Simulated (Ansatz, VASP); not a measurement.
# AlRu in VASP and in Ansatz

```
Al Ru
1.0
     2.93053    0.00000    0.00000
     0.00000    2.93053    0.00000
     0.00000    0.00000    2.93053
Al Ru
1 1
Cartesian
  0.0000 0.0000 0.0000
  1.4653 1.4653 1.4653
```

Change from the starting cell: volume scaled by 0.94, ions relaxed.

Alike in both runs: functional PBE; k mesh 16 × 16 × 16; occupations fermi-dirac, width 0.05 eV; no spin polarisation.

Ansatz relaxed the structure, and its values are those at the end. VASP's run is a single point on that final structure, the one shown.

|  | VASP | Ansatz |
| --- | --- | --- |
| version | VASP 6.6.1 | Ansatz 0.2.0 |
| potentials or method | VASP PAW PBE potentials, release 64 (Al, Ru_pv) | plane-wave PAW, scalar-relativistic |
| plane-wave cutoff (eV) | 520 | 420 |
| valence electrons in the cell | 17 | 19 |

```tsv
	VASP	Ansatz	Ansatz less VASP
pressure (GPa)	17.8	17.8	0.00
```

VASP's potentials hold 17 valence electrons a cell and Ansatz's 19, so a difference there can come from the potentials and not from the codes. Ansatz's warnings: stress scf threshold loose.
